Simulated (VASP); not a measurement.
# KF (P4/mmm) in VASP: a series of runs

The runs below take KF through single point, with r2SCAN.

Everything below comes from runs of VASP 6.6.1. Logs are shortened: lines on timing, memory, paths and dates and some standing lists are left out, and cuts for length are marked.

## 1. The cell of the first run

The structure is tetragonal, space group P4/mmm (No. 123). The conventional cell has a = 3.015 Å, b = 3.015 Å, c = 3.179 Å, α = 90.00°, β = 90.00°, γ = 90.00°. Within 3.5 Å of K (site symmetry 4/mmm) lie 8 F at 2.66 Å and 6 K at 3.01 to 3.18 Å. Within 3.5 Å of F (site symmetry 4/mmm) lie 8 K at 2.66 Å and 6 F at 3.01 to 3.18 Å.

## 2. Single point, r2SCAN (biaxial xy strain -5.2%)

POSCAR reads:

```
KF
1.0
    3.0145231249      0.0000000000      0.0000000000
    0.0000000000      3.0145231249      0.0000000000
    0.0000000000      0.0000000000      3.1788707423
K F
1 1
Direct
    0.0000000000      0.0000000000      0.0000000000
    0.5000000000      0.5000000000      0.5000000000
```

INCAR.step1 reads:

```
PREC     = Accurate       # precision mode
ENCUT    = 520            # plane-wave cutoff, eV
ISMEAR   = 0              # smearing method
SIGMA    = 0.01           # smearing width, eV
LREAL    = F              # projectors in reciprocal space
LASPH    = T              # aspherical terms in the spheres
NELM     = 80             # most SCF steps
NBANDS   = 15             # bands
GGA      = PE             # functional
ALGO     = Normal         # electronic algorithm
EDIFF    = 1E-4           # SCF threshold, eV
LWAVE    = T              # write WAVECAR
LCHARG   = F              # write CHGCAR
```

INCAR.step2 reads:

```
PREC     = Accurate       # precision mode
ENCUT    = 520            # plane-wave cutoff, eV
EDIFF    = 1E-6           # SCF threshold, eV
ISMEAR   = 0              # smearing method
SIGMA    = 0.01           # smearing width, eV
LREAL    = F              # projectors in reciprocal space
LASPH    = T              # aspherical terms in the spheres
NELM     = 80             # most SCF steps
ALGO     = Normal         # electronic algorithm
ISIF     = 2              # what is computed and relaxed
LWAVE    = F              # write WAVECAR
LCHARG   = T              # write CHGCAR
METAGGA  = R2SCAN         # meta-GGA
LMIXTAU  = T            
LELF     = T              # ELF
LVHAR    = T            
NBANDS   = 15             # bands
ISTART   = 1
```

KPOINTS reads:

```
regular mesh
0
Gamma
  8 8 8
```

Potentials or basis: VASP PAW PBE potentials, release 64 (K_sv, F).

On the command line:

```bash
cat potpaw_PBE.64/K_sv/POTCAR potpaw_PBE.64/F/POTCAR > POTCAR
cp INCAR.step1 INCAR
mpirun -np 1 vasp_std > vasp.out
cp INCAR.step2 INCAR
mpirun -np 1 vasp_std > vasp.out
```

OUTCAR:

```text
PREC = Accurate
   ENCUT = 520
   EDIFF = 1E-6
   ISMEAR = 0
   LREAL = F
   LASPH = T
   NELM = 80
   ISIF = 2
   METAGGA = R2SCAN
   ISTART = 1

 ion  position               nearest neighbor table
   1  0.000  0.000  0.000-   2 2.66   2 2.66   2 2.66   2 2.66   2 2.66   2 2.66   2 2.66   2 2.66

   2  0.500  0.500  0.500-   1 2.66   1 2.66   1 2.66   1 2.66   1 2.66   1 2.66   1 2.66   1 2.66

  LATTYP: Found a simple tetragonal cell.
 ALAT       =     3.0145231249
 C/A-ratio  =     1.0545186123

  Lattice vectors:

 A1 = (   3.0145231249,   0.0000000000,   0.0000000000)
 A2 = (   0.0000000000,   3.0145231249,   0.0000000000)
 A3 = (   0.0000000000,   0.0000000000,   3.1788707423)

Analysis of symmetry for initial positions (statically):
=====================================================================
 Subroutine PRICEL returns:
 Original cell was already a primitive cell.

 Routine SETGRP: Setting up the symmetry group for a
 simple tetragonal supercell.

 Subroutine GETGRP returns: Found 16 space group operations
 (whereof 16 operations were pure point group operations)
 out of a pool of 16 trial point group operations.

The static configuration has the point symmetry D_4h.

Analysis of symmetry for dynamics (positions and initial velocities):
=====================================================================
 Subroutine PRICEL returns:
 Original cell was already a primitive cell.

 Routine SETGRP: Setting up the symmetry group for a
 simple tetragonal supercell.

 Subroutine GETGRP returns: Found 16 space group operations
 (whereof 16 operations were pure point group operations)
 out of a pool of 16 trial point group operations.

The dynamic configuration has the point symmetry D_4h.

 Subroutine INISYM returns: Found 16 space group operations
 (whereof 16 operations are pure point group operations),
 and found     1 'primitive' translations

----------------------------------------------------------------------------------------

                                     Primitive cell

  volume of cell :      28.8875

  direct lattice vectors                    reciprocal lattice vectors
     3.014523125  0.000000000  0.000000000     0.331727427  0.000000000  0.000000000
     0.000000000  3.014523125  0.000000000     0.000000000  0.331727427  0.000000000
     0.000000000  0.000000000  3.178870742     0.000000000  0.000000000  0.314577119

  length of vectors
     3.014523125  3.014523125  3.178870742     0.331727427  0.331727427  0.314577119

  position of ions in fractional coordinates (direct lattice)
     0.000000000  0.000000000  0.000000000
     0.500000000  0.500000000  0.500000000

  ion indices of the primitive-cell ions
   primitive index   ion index
                 1           1
                 2           2

----------------------------------------------------------------------------------------

 KPOINTS: regular mesh

Automatic generation of k-mesh.
 Grid dimensions read from file:
 generate k-points for:    8    8    8

 Generating k-lattice:

  Cartesian coordinates                     Fractional coordinates (reciprocal lattice)
     0.041465928  0.000000000  0.000000000     0.125000000  0.000000000  0.000000000
     0.000000000  0.041465928  0.000000000     0.000000000  0.125000000  0.000000000
     0.000000000  0.000000000  0.039322140     0.000000000  0.000000000  0.125000000

  Length of vectors
     0.041465928  0.041465928  0.039322140

  Shift w.r.t. Gamma in fractional coordinates (k-lattice)
     0.000000000  0.000000000  0.000000000

 Subroutine IBZKPT returns following result:
 ===========================================

 Found     75 irreducible k-points:

 Following reciprocal coordinates:
            Coordinates               Weight
  0.000000  0.000000  0.000000      1.000000
  0.125000  0.000000  0.000000      4.000000
  0.250000  0.000000  0.000000      4.000000
  0.375000  0.000000  0.000000      4.000000
  0.500000  0.000000  0.000000      2.000000
  0.125000  0.125000  0.000000      4.000000
[... 16 lines left out ...]
  0.375000  0.125000  0.125000     16.000000
  0.500000  0.125000  0.125000      8.000000
 [... further k-points ...]
   k-points           NKPTS =     75   k-points in BZ     NKDIM =     75   number of bands    NBANDS=     15
   number of dos      NEDOS =    301   number of ions     NIONS =      2
   total plane-waves  NPLWV =  13824
   dimension x,y,z NGX =    24 NGY =   24 NGZ =   24
   dimension x,y,z NGXF=    48 NGYF=   48 NGZF=   48
   ions per type =               1   1
   NGX,Y,Z   is equivalent  to a cutoff of  13.24, 13.24, 12.55 a.u.
   NGXF,Y,Z  is equivalent  to a cutoff of  26.47, 26.47, 25.10 a.u.
 SYSTEM =  unknown system
   PREC   = accura    normal or accurate (medium, high low for compatibility)
   ISTART =      1    job   : 0-new  1-cont  2-samecut
   ICHARG =      0    charge: 1-file 2-atom 10-const
   ISPIN  =      1    spin polarized calculation?
[... 59 lines left out ...]
 Fermi energy:        -1.7807858012

 k-point     1 :       0.0000    0.0000    0.0000
  band No.  band energies     occupation
      1     -29.6501      2.00000
      2     -22.1283      2.00000
      3     -11.7610      2.00000
      4     -11.5534      2.00000
      5     -11.5534      2.00000
      6      -2.0660      2.00000
      7      -1.8728      2.00000
      8      -1.8728      2.00000
      9       6.6917      0.00000
     10       7.1778      0.00000
     11       7.3025      0.00000
     12      13.8266      0.00000
     13      13.8266      0.00000
     14      14.2283      0.00000
     15      22.5478      0.00000

 k-point     2 :       0.1250    0.0000    0.0000
  band No.  band energies     occupation
      1     -29.6096      2.00000
      2     -22.1404      2.00000
      3     -11.7407      2.00000
      4     -11.7268      2.00000
      5     -11.5240      2.00000
      6      -2.1365      2.00000
      7      -2.1031      2.00000
      8      -1.8958      2.00000
      9       7.1616      0.00000
     10       7.3831      0.00000
     11       7.8013      0.00000
     12      13.4763      0.00000
     13      13.8648      0.00000
     14      13.8944      0.00000
     15      21.5411      0.00000

 k-point     3 :       0.2500    0.0000    0.0000
  band No.  band energies     occupation
      1     -29.5094      2.00000
      2     -22.1742      2.00000
      3     -12.1630      2.00000
      4     -11.6428      2.00000
      5     -11.4519      2.00000
      6      -2.7105      2.00000
      7      -2.1966      2.00000
      8      -1.9541      2.00000
      9       7.7461      0.00000
     10       8.2673      0.00000
     11       9.3123      0.00000
     12      12.7743      0.00000
     13      13.1275      0.00000
     14      14.0641      0.00000
     15      19.2469      0.00000

 k-point     4 :       0.3750    0.0000    0.0000
  band No.  band energies     occupation
      1     -29.4054      2.00000
      2     -22.2147      2.00000
      3     -12.5485      2.00000
      4     -11.5563      2.00000
      5     -11.3780      2.00000
      6      -3.2202      2.00000
      7      -2.2955      2.00000
      8      -2.0164      2.00000
      9       8.2508      0.00000
     10       9.2795      0.00000
     11      11.1591      0.00000
     12      12.2082      0.00000
     13      12.5239      0.00000
     14      14.2436      0.00000
     15      17.4679      0.00000
[... 307 lines left out ...]
 k-point    22 :       0.2500    0.1250    0.1250
  band No.  band energies     occupation
      1     -29.4499      2.00000
      2     -22.1630      2.00000
      3     -12.1823      2.00000
      4     -11.7518      2.00000
      5     -11.6457      2.00000
      6      -2.6606      2.00000
      7      -2.2757      2.00000
      8      -2.0971      2.00000
      9       8.4505      0.00000
     10       8.7955      0.00000
     11       9.5754      0.00000
     12      12.3531      0.00000
     13      12.6526      0.00000
     14      13.3132      0.00000
     15      20.2911      0.00000

 k-point    23 :       0.3750    0.1250    0.1250
  band No.  band energies     occupation
      1     -29.3520      2.00000
      2     -22.1739      2.00000
      3     -12.5927      2.00000
      4     -11.6997      2.00000
      5     -11.5977      2.00000
      6      -3.0327      2.00000
      7      -2.3654      2.00000
      8      -2.0889      2.00000
      9       8.8781      0.00000
     10       9.5681      0.00000
     11      10.4506      0.00000
     12      11.7040      0.00000
     13      13.0581      0.00000
     14      13.3526      0.00000
     15      18.9683      0.00000

 k-point    24 :       0.5000    0.1250    0.1250
  band No.  band energies     occupation
      1     -29.3105      2.00000
      2     -22.1801      2.00000
      3     -12.7537      2.00000
      4     -11.6864      2.00000
      5     -11.5689      2.00000
      6      -3.1811      2.00000
      7      -2.4060      2.00000
      8      -2.0816      2.00000
      9       9.0880      0.00000
     10      10.1522      0.00000
     11      10.1538      0.00000
     12      11.4455      0.00000
     13      13.2342      0.00000
     14      14.1930      0.00000
     15      18.3356      0.00000

 [... further k-points ...]
[... 5 lines left out ...]
  --------------------------------------------------------------------------------------
  -------------------------------------------------------------------------------------
  Total        1.4250368      1.4250368      0.4139335      0.0000000     -0.0000000      0.0000000
  in kB       79.0362886     79.0362886     22.9578417      0.0000000     -0.0000000      0.0000000
  external PRESSURE =      60.3434729 kB  Pullay stress =       0.0000000 kB

 VOLUME and BASIS-vectors are now :
 -----------------------------------------------------------------------------
  energy-cutoff  :      520.00
  volume of cell :       28.89
      direct lattice vectors                 reciprocal lattice vectors
     3.014523125  0.000000000  0.000000000     0.331727427  0.000000000  0.000000000
     0.000000000  3.014523125  0.000000000     0.000000000  0.331727427  0.000000000
     0.000000000  0.000000000  3.178870742     0.000000000  0.000000000  0.314577119

 POSITION                                       TOTAL-FORCE (eV/Angst)
 -----------------------------------------------------------------------------------
      0.00000      0.00000      0.00000         0.000000      0.000000      0.000000
      1.50726      1.50726      1.58944         0.000000      0.000000      0.000000
 -----------------------------------------------------------------------------------
    total drift:                                0.000000      0.000000     -0.000000

  FREE ENERGIE OF THE ION-ELECTRON SYSTEM (eV)
  ---------------------------------------------------
  free  energy   TOTEN  =       -14.7816670316 eV

  energy  without entropy=      -14.7816670316  energy(sigma->0) =      -14.78166703
```

Wall time 28 s (1 thread of Intel Xeon 6975P-C (Granite Rapids), shared host); peak memory 0.16 GiB.

What came out:

| Item | Value |
| --- | --- |
| Free energy | -14.7817 eV |
| Pressure | 6.0 GPa |
| Band gap on the k mesh | 8.56 eV, indirect (least direct gap 8.56 eV) |

Levels at points of the mesh, in eV from the valence-band top:
```tsv
k point	band 5	band 6	band 7	band 8	band 9	band 10	band 11	band 12
(0.00, 0.00, 0.00)	-9.69	-0.20	-0.01	-0.01	8.56	9.05	9.17	15.69
(0.50, 0.00, 0.00)	-9.48	-1.55	-0.47	-0.18	10.36	11.60	13.87	13.91
(0.50, 0.50, 0.00)	-9.50	-0.74	-0.74	-0.20	9.29	10.53	12.97	12.97
(0.00, 0.00, 0.50)	-9.54	-1.50	-0.23	-0.23	10.11	11.06	13.62	14.60
(0.50, 0.00, 0.50)	-9.39	-0.74	-0.64	0.00	9.87	10.29	13.41	13.85
(0.50, 0.50, 0.50)	-10.40	-1.47	-1.47	-1.42	11.59	12.29	12.29	17.60
```

Caveat: the cell differs from its parent crystal (biaxial xy strain -5.2%); the PAW data sets were made with another functional, which shifts forces and pressure a little. A k mesh can miss the band edges.

## 3. Single point, r2SCAN (uniaxial z strain -5.3%)

POSCAR reads:

```
KF
1.0
    3.1788707423      0.0000000000      0.0000000000
    0.0000000000      3.1788707423      0.0000000000
    0.0000000000      0.0000000000      3.0100727058
K F
1 1
Direct
    0.0000000000      0.0000000000      0.0000000000
    0.5000000000      0.5000000000      0.5000000000
```

INCAR.step1 reads:

```
ALGO = Normal ; EDIFF = 1E-4
ENCUT = 520 ; GGA = PE
ISMEAR = 0 ; LASPH = T
LCHARG = F ; LREAL = F
LWAVE = T ; NBANDS = 15
NELM = 80 ; PREC = Accurate
SIGMA = 0.01
```

INCAR.step2 reads:

```
ALGO = Normal ; EDIFF = 1E-6
ENCUT = 520 ; ISIF = 2
ISMEAR = 0 ; ISTART = 1
LASPH = T ; LCHARG = T
LELF = T ; LMIXTAU = T
LREAL = F ; LVHAR = T
LWAVE = F ; METAGGA = R2SCAN
NBANDS = 15 ; NELM = 80
PREC = Accurate ; SIGMA = 0.01
```

KPOINTS reads:

```
k-points
0
Gamma
  8 8 8
```

Potentials or basis: VASP PAW PBE potentials, release 64 (K_sv, F).

On the command line:

```bash
cat potpaw_PBE.64/K_sv/POTCAR potpaw_PBE.64/F/POTCAR > POTCAR
cp INCAR.step1 INCAR
mpirun -np 1 vasp_std > vasp.out
cp INCAR.step2 INCAR
mpirun -np 1 vasp_std > vasp.out
```

It took 28 s on 1 thread of Intel Xeon 6975P-C (Granite Rapids), shared host; peak memory 0.16 GiB.

The run converged. Its results:

```yaml
Free_energy: -14.8241 eV
Pressure: 2.8 GPa
Band_gap_on_the_k_mesh: 8.03 eV, indirect (least direct gap 8.04 eV)
```

Stress tensor (GPa, compression positive):
```
0.89 0.00 0.00
0.00 0.89 0.00
0.00 0.00 6.48
```

Levels at points of the mesh, in eV from the valence-band top:
| k point | band 5 | band 6 | band 7 | band 8 | band 9 | band 10 | band 11 | band 12 |
| --- | --- | --- | --- | --- | --- | --- | --- | --- |
| (0.00, 0.00, 0.00) | -9.87 | -0.23 | -0.23 | -0.02 | 8.03 | 8.89 | 9.08 | 15.12 |
| (0.50, 0.00, 0.00) | -9.74 | -1.51 | -0.46 | -0.16 | 10.02 | 10.81 | 13.00 | 13.88 |
| (0.50, 0.50, 0.00) | -9.65 | -0.75 | -0.75 | 0.00 | 9.83 | 9.96 | 13.59 | 13.59 |
| (0.00, 0.00, 0.50) | -9.86 | -1.55 | -0.40 | -0.40 | 10.30 | 11.28 | 13.33 | 13.44 |
| (0.50, 0.00, 0.50) | -9.76 | -0.84 | -0.74 | -0.21 | 9.27 | 10.19 | 12.67 | 13.13 |
| (0.50, 0.50, 0.50) | -10.67 | -1.44 | -1.39 | -1.39 | 11.49 | 11.49 | 12.19 | 17.09 |

Caveat: the cell differs from its parent crystal (uniaxial z strain -5.3%); the PAW data sets were made with another functional, which shifts forces and pressure a little. A k mesh can miss the band edges.

## 4. Single point, r2SCAN (epitaxial xy strain +2.7%)

POSCAR reads:

```
KF
1.0
    3.2634287040      0.0000000000      0.0000000000
    0.0000000000      3.2634287040      0.0000000000
    0.0000000000      0.0000000000      3.1645678712
K F
1 1
Direct
    0.0000000000      0.0000000000      0.0000000000
    0.5000000000      0.5000000000      0.5000000000
```

INCAR.step1 reads:

```
  ALGO = Normal
  EDIFF = 1E-4
  ENCUT = 520
  GGA = PE
  ISMEAR = 0
  LASPH = True
  LCHARG = False
  LREAL = False
  LWAVE = True
  NBANDS = 15
  NELM = 100
  PREC = Accurate
  SIGMA = 0.01
```

INCAR.step2 reads:

```
  ALGO = Normal
  EDIFF = 1E-6
  ENCUT = 520
  ISIF = 2
  ISMEAR = 0
  ISTART = 1
  LASPH = True
  LCHARG = True
  LELF = True
  LMIXTAU = True
  LREAL = False
  LVHAR = True
  LWAVE = False
  METAGGA = R2SCAN
  NBANDS = 15
  NELM = 100
  PREC = Accurate
  SIGMA = 0.01
```

KPOINTS is that of step 3.

On the command line:

```bash
cat potpaw_PBE.64/K_sv/POTCAR potpaw_PBE.64/F/POTCAR > POTCAR
cp INCAR.step1 INCAR
mpirun -np 1 vasp_std > vasp.out
cp INCAR.step2 INCAR
mpirun -np 1 vasp_std > vasp.out
```

Wall time 29 s (1 thread of Intel Xeon 6975P-C (Granite Rapids), shared host); peak memory 0.16 GiB.

The run converged. Its results:

```
Free energy            : -14.8468 eV
Pressure               : -1.8 GPa
Band gap on the k mesh : 7.27 eV, indirect (least direct gap 7.31 eV)
```

Stress tensor (GPa, compression positive):
```
-2.74  0.00  0.00
 0.00 -2.74  0.00
 0.00  0.00 -0.01
```

Levels at points of the mesh, in eV from the valence-band top:
```csv
k point,band 6,band 7,band 8,band 9,band 10,band 11
"(0.00, 0.00, 0.00)",-0.15,-0.15,-0.04,7.27,8.92,9.01
"(0.50, 0.00, 0.00)",-1.29,-0.29,-0.15,9.94,10.25,11.99
"(0.50, 0.50, 0.00)",-0.68,-0.68,0.00,9.45,9.72,13.02
"(0.00, 0.00, 0.50)",-1.30,-0.26,-0.26,10.09,10.50,12.15
"(0.50, 0.00, 0.50)",-0.71,-0.67,-0.10,9.17,9.86,12.55
"(0.50, 0.50, 0.50)",-1.15,-1.12,-1.12,11.19,11.19,11.56
```

Caveat: the cell differs from its parent crystal (epitaxial xy strain +2.7%); the PAW data sets were made with another functional, which shifts forces and pressure a little.

## 5. The runs side by side

```tsv
cell	gap on the mesh (eV)	pressure (GPa)
a = 3.015, b = 3.015, c = 3.179 Å, 2 atoms	8.56	6.0
a = 3.179, b = 3.179, c = 3.010 Å, 2 atoms	8.03	2.8
a = 3.263, b = 3.263, c = 3.165 Å, 2 atoms	7.27	-1.8
```

Alike in all rows: task single point; level r2SCAN; potentials or basis VASP PAW PBE potentials, release 64 (K_sv, F); no spin polarisation; k mesh 8 × 8 × 8; cutoff (eV) 520; smearing gaussian 0.01 eV.

Caveats: the PAW data sets were made with another functional, which shifts forces and pressure a little.

Absolute energies hang on the potentials; compare differences alone.
